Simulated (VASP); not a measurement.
# BaTe (I4/mmm) in VASP: settings compared

Aim: see how the results for BaTe move with the level of theory and the settings. Levels: PBE, HSE06. Tasks: single point.

Everything below comes from runs of VASP 6.6.1. Logs are shortened: lines on timing, memory, paths and dates and some standing lists are left out, and cuts for length are marked.

**1. The cell of the first run**

It takes space group I4/mmm (No. 139, tetragonal). Conventional cell: a = 4.996 Å, b = 4.996 Å, c = 6.873 Å, α = 90.00°, β = 90.00°, γ = 90.00°. Ba (site symmetry 4/mmm) has 6 Te at 3.44 to 3.53 Å within 4.5 Å. Within 4.5 Å of Te (site symmetry 4/mmm) lie 6 Ba at 3.44 to 3.53 Å.

**2. Single point, PBE (uniaxial x strain -2.7%)**

The input, INCAR:

```
SYSTEM = BaTe
  PREC = Accurate
  ENCUT = 520
  EDIFF = 1E-6
  ISMEAR = 0
  SIGMA = 0.01
  LREAL = .False.
  LASPH = .True.
  NELM = 80
  ALGO = Normal
  ISIF = 2
  LWAVE = .False.
  LCHARG = .False.
  GGA = PE
  NBANDS = 15
```

The input, KPOINTS:

```
Automatic mesh
0
Gamma
  4 4 4
  0 0 0
```

The input, POSCAR:

```
BaTe
1.0
    0.0000000000      3.5323793130      3.5323793130
    3.4366518336      0.0000000000      3.5323793130
    3.4366518336      3.5323793130      0.0000000000
Ba Te
1 1
Direct
    0.0000000000      0.0000000000      0.0000000000
    0.5000000000      0.5000000000      0.5000000000
```

Potentials or basis: VASP PAW PBE potentials, release 64 (Ba_sv, Te).

Run with:

```sh
> cat potpaw_PBE.64/Ba_sv/POTCAR potpaw_PBE.64/Te/POTCAR > POTCAR
> mpirun -np 1 vasp_std > vasp.out
```

OUTCAR:

```text
SYSTEM = BaTe
   PREC = Accurate
   ENCUT = 520
   EDIFF = 1E-6
   ISMEAR = 0
   LREAL = .False.
   LASPH = .True.
   NELM = 80
   ISIF = 2
   GGA = PE

 ion  position               nearest neighbor table
   1  0.000  0.000  0.000-   2 3.44   2 3.44   2 3.53   2 3.53   2 3.53   2 3.53
   2  0.500  0.500  0.500-   1 3.44   1 3.44   1 3.53   1 3.53   1 3.53   1 3.53

  LATTYP: Found a body centered tetragonal cell.
 ALAT       =     4.9955387319
 C/A-ratio  =     1.3758883748

  Lattice vectors:

 A1 = (  -3.4366518336,   0.0000000000,  -3.5323793130)
 A2 = (  -3.4366518336,   0.0000000000,   3.5323793130)
 A3 = (   3.4366518336,   3.5323793130,   0.0000000000)

Analysis of symmetry for initial positions (statically):
=====================================================================
 Subroutine PRICEL returns:
 Original cell was already a primitive cell.

 Routine SETGRP: Setting up the symmetry group for a
 body centered tetragonal supercell.

 Subroutine GETGRP returns: Found 16 space group operations
 (whereof 16 operations were pure point group operations)
 out of a pool of 16 trial point group operations.

The static configuration has the point symmetry D_4h.

Analysis of symmetry for dynamics (positions and initial velocities):
=====================================================================
 Subroutine PRICEL returns:
 Original cell was already a primitive cell.

 Routine SETGRP: Setting up the symmetry group for a
 body centered tetragonal supercell.

 Subroutine GETGRP returns: Found 16 space group operations
 (whereof 16 operations were pure point group operations)
 out of a pool of 16 trial point group operations.

The dynamic configuration has the point symmetry D_4h.

 Subroutine INISYM returns: Found 16 space group operations
 (whereof 16 operations are pure point group operations),
 and found     1 'primitive' translations

----------------------------------------------------------------------------------------

                                     Primitive cell

  volume of cell :      85.7630

  direct lattice vectors                    reciprocal lattice vectors
     0.000000000  3.532379313  3.532379313    -0.145490444  0.141547653  0.141547653
     3.436651834  0.000000000  3.532379313     0.145490444 -0.141547653  0.141547653
     3.436651834  3.532379313  0.000000000     0.145490444  0.141547653 -0.141547653

  length of vectors
     4.995538732  4.928314056  4.928314056     0.247465038  0.247465038  0.247465038

  position of ions in fractional coordinates (direct lattice)
     0.000000000  0.000000000  0.000000000
     0.500000000  0.500000000  0.500000000

  ion indices of the primitive-cell ions
   primitive index   ion index
                 1           1
                 2           2

----------------------------------------------------------------------------------------

 KPOINTS: Automatic mesh

Automatic generation of k-mesh.
 Grid dimensions read from file:
 generate k-points for:    4    4    4

 Generating k-lattice:

  Cartesian coordinates                     Fractional coordinates (reciprocal lattice)
    -0.036372611  0.035386913  0.035386913     0.250000000 -0.000000000 -0.000000000
     0.036372611 -0.035386913  0.035386913     0.000000000  0.250000000  0.000000000
     0.036372611  0.035386913 -0.035386913     0.000000000  0.000000000  0.250000000

  Length of vectors
     0.061866260  0.061866260  0.061866260

  Shift w.r.t. Gamma in fractional coordinates (k-lattice)
     0.000000000  0.000000000  0.000000000

 Subroutine IBZKPT returns following result:
 ===========================================

 Found     13 irreducible k-points:

 Following reciprocal coordinates:
            Coordinates               Weight
  0.000000  0.000000  0.000000      1.000000
  0.250000 -0.000000 -0.000000      8.000000
  0.500000 -0.000000 -0.000000      4.000000
  0.250000  0.250000  0.000000      4.000000
  0.500000  0.250000 -0.000000     16.000000
 -0.250000  0.250000  0.000000      8.000000
  0.500000  0.500000  0.000000      2.000000
  0.000000  0.250000  0.250000      2.000000
  0.500000  0.250000  0.250000      4.000000
 -0.250000  0.250000  0.250000      8.000000
 -0.250000  0.500000  0.250000      4.000000
  0.500000 -0.250000  0.250000      2.000000
  0.000000  0.500000  0.500000      1.000000
   k-points           NKPTS =     13   k-points in BZ     NKDIM =     13   number of bands    NBANDS=     15
   number of dos      NEDOS =    301   number of ions     NIONS =      2
   total plane-waves  NPLWV =  64000
   dimension x,y,z NGX =    40 NGY =   40 NGZ =   40
   dimension x,y,z NGXF=    80 NGYF=   80 NGZF=   80
   ions per type =               1   1
   NGX,Y,Z   is equivalent  to a cutoff of  13.31, 13.49, 13.49 a.u.
   NGXF,Y,Z  is equivalent  to a cutoff of  26.62, 26.99, 26.99 a.u.
 SYSTEM =  BaTe
   PREC   = accura    normal or accurate (medium, high low for compatibility)
   ISTART =      0    job   : 0-new  1-cont  2-samecut
   ICHARG =      2    charge: 1-file 2-atom 10-const
   ISPIN  =      1    spin polarized calculation?
   LNONCOLLINEAR =      F non collinear calculations
   LSORBIT =      F    spin-orbit coupling
   LASPH  =      T    aspherical Exc in radial PAW
   ENCUT  =  520.0 eV  38.22 Ry    6.18 a.u.   9.29  9.16  9.16*2*pi/ulx,y,z
   NELM   =     80;   NELMIN=  2; NELMDL= -5     # of ELM steps
   EDIFF  = 0.1E-05   stopping-criterion for ELM
   LREAL  =      F    real-space projection
   EDIFFG = 0.1E-04   stopping-criterion for IOM
   NSW    =      0    number of steps for IOM
   IBRION =     -1    ionic relax: 0-MD 1-quasi-New 2-CG
   NFREE  =      0    steps in history (QN), initial steepest desc. (CG)
   ISIF   =      2    stress and relaxation
   ISYM   =      2    0-nonsym 1-usesym 2-fastsym
   POTIM  = 0.5000    time-step for ionic-motion
   TEBEG  =    0.0;   TEEND  =   0.0 temperature during run
   PSTRESS=    0.0 pullay stress
   NELECT =      16.0000    total number of electrons
   NUPDOWN=      -1.0000    fix difference up-down
   EMIN   =  10.00;   EMAX   =-10.00  energy-range for DOS
   EFERMI =   0.00;   METHOD = LEGACY
   ISMEAR =     0;   SIGMA  =   0.01  broadening in eV -4-tet -1-fermi 0-gaus
   EFERMI_NEDOS =   21; number of points for ismear=-14 and -15
   IALGO  =     38    algorithm
   IMIX   =      4    mixing-type and parameters
     AMIX     =   0.40;   BMIX     =  1.00
     AMIX_MAG =   1.60;   BMIX_MAG =  1.00
  volume/ion in A,a.u.               =      42.88       289.38
  Fermi-wavevector in a.u.,A,eV,Ry     =   0.935437  1.767720 11.905686  0.875043
  Thomas-Fermi vector in A             =   2.062345
   LORBIT       =      0    0 simple, 1 ext, 2 COOP (PROOUT), +10 PAW based schemes
   GGA     = PE    functional components
   LHFCALC =     F    Hartree Fock is set to
   AEXX    =    0.0000 exact exchange contribution
   IVDW    =     0    specifies the selected vdW correction
   LEPSILON=     F    determine dielectric tensor
   LRPA    =     F    only Hartree local field effects (RPA)
 non-spin polarized calculation
 Gauss-broadening in eV      SIGMA  =   0.01
  energy-cutoff  :      520.00
  volume of cell :       85.76
 maximum number of plane-waves:      2325
 NGX is ok and might be reduce to    40
   NGX = 19   NGY = 19   NGZ = 19

 number of electron      16.0000000 magnetization

 Free energy of the ion-electron system (eV)
  ---------------------------------------------------
  ext. energy  EPLUGINS =         0.00000000
  ---------------------------------------------------
  free energy    TOTEN  =        -8.59838257 eV

  energy without entropy =       -8.59838257  energy(sigma->0) =       -8.59838257

 E-fermi :   2.4729     XC(G=0):  -8.2413

 val. band max:        2.3362820579   @ k =   0.0000   0.0000   0.0000
 cond. band min:       3.7949910578   @ k =   0.0000   0.5000   0.5000
 fundamental gap:      1.4587089999
 Fermi energy:         2.4728944100

 k-point     1 :       0.0000    0.0000    0.0000
  band No.  band energies     occupation
      1     -24.7455      2.00000
      2      -9.9023      2.00000
      3      -9.8965      2.00000
      4      -9.8965      2.00000
      5      -7.2562      2.00000
      6       2.2607      2.00000
      7       2.2607      2.00000
      8       2.3363      2.00000
      9       5.1476      0.00000
     10       5.1477      0.00000
     11       5.1477      0.00000
     12       5.3190      0.00000
     13       5.7605      0.00000
     14       5.9294      0.00000
     15       9.2709      0.00000

 k-point     2 :       0.2500   -0.0000   -0.0000
  band No.  band energies     occupation
      1     -24.7389      2.00000
      2     -10.1279      2.00000
      3      -9.9058      2.00000
      4      -9.9024      2.00000
      5      -6.8761      2.00000
      6       0.9165      2.00000
      7       1.6026      2.00000
      8       1.6168      2.00000
      9       5.3943      0.00000
     10       5.8908      0.00000
     11       5.9488      0.00000
     12       7.0246      0.00000
     13       7.2600      0.00000
     14       7.5499      0.00000
     15      10.5441      0.00000

 k-point     3 :       0.5000   -0.0000   -0.0000
  band No.  band energies     occupation
      1     -24.7322      2.00000
      2     -10.3182      2.00000
      3      -9.9150      2.00000
      4      -9.9049      2.00000
      5      -6.5161      2.00000
      6       0.0432      2.00000
      7       1.1457      2.00000
      8       1.1557      2.00000
      9       6.4696      0.00000
     10       7.0270      0.00000
     11       7.1421      0.00000
     12       7.2014      0.00000
     13       9.1442      0.00000
     14       9.3293      0.00000
     15       9.5777      0.00000
[... 145 lines left out ...]
 k-point    12 :       0.5000   -0.2500    0.2500
  band No.  band energies     occupation
      1     -24.7285      2.00000
      2     -10.0739      2.00000
      3     -10.0360      2.00000
      4     -10.0360      2.00000
      5      -6.7982      2.00000
      6       0.9394      2.00000
      7       1.2941      2.00000
      8       1.2941      2.00000
      9       5.9136      0.00000
     10       5.9136      0.00000
     11       7.0136      0.00000
     12       7.3077      0.00000
     13       7.9571      0.00000
     14      10.7283      0.00000
     15      10.7393      0.00000

 k-point    13 :       0.0000    0.5000    0.5000
  band No.  band energies     occupation
      1     -24.7267      2.00000
      2     -10.1140      2.00000
      3      -9.9874      2.00000
      4      -9.9874      2.00000
      5      -7.0434      2.00000
      6       1.2308      2.00000
      7       1.8529      2.00000
      8       1.8529      2.00000
      9       3.7950      0.00000
     10       6.7461      0.00000
     11       6.9126      0.00000
     12       7.9278      0.00000
     13       7.9917      0.00000
     14       7.9917      0.00000
     15      10.0480      0.00000

------------------------ aborting loop because EDIFF is reached ----------------------------------------

  FORCE on cell =-STRESS in cart. coord.  units (eV):
  Direction    XX          YY          ZZ          XY          YZ          ZX
  --------------------------------------------------------------------------------------
  -------------------------------------------------------------------------------------
  Total        1.4166869      0.3320563      0.3320563      0.0000000      0.0000000      0.0000000
  in kB       26.4657537      6.2032905      6.2032905      0.0000000      0.0000000      0.0000000
  external PRESSURE =      12.9574449 kB  Pullay stress =       0.0000000 kB

 VOLUME and BASIS-vectors are now :
 -----------------------------------------------------------------------------
  energy-cutoff  :      520.00
  volume of cell :       85.76
      direct lattice vectors                 reciprocal lattice vectors
     0.000000000  3.532379313  3.532379313    -0.145490444  0.141547653  0.141547653
     3.436651834  0.000000000  3.532379313     0.145490444 -0.141547653  0.141547653
     3.436651834  3.532379313  0.000000000     0.145490444  0.141547653 -0.141547653

 POSITION                                       TOTAL-FORCE (eV/Angst)
 -----------------------------------------------------------------------------------
      0.00000      0.00000      0.00000        -0.000000      0.000000      0.000000
      3.43665      3.53238      3.53238         0.000000     -0.000000      0.000000
 -----------------------------------------------------------------------------------
    total drift:                                0.000000     -0.000000     -0.000000

  FREE ENERGIE OF THE ION-ELECTRON SYSTEM (eV)
  ---------------------------------------------------
  free  energy   TOTEN  =        -8.5983825670 eV

  energy  without entropy=       -8.5983825670  energy(sigma->0) =       -8.59838257
```

It took 12 s on 1 thread of Intel Xeon 6975P-C (Granite Rapids), shared host; peak memory 0.23 GiB.

What came out:

```yaml
Free_energy: -8.5984 eV
Pressure: 1.3 GPa
Band_gap_on_the_k_mesh: 1.46 eV (least direct gap 1.84 eV)
```

Stress tensor (GPa, compression positive):
```
2.65 0.00 0.00
0.00 0.62 0.00
0.00 0.00 0.62
```

Caveat: the cell differs from its parent crystal (uniaxial x strain -2.7%); spin-orbit coupling is left out, which moves the levels of the heavy elements. A k mesh can miss the band edges.

(Continued in part 2 of 2.)
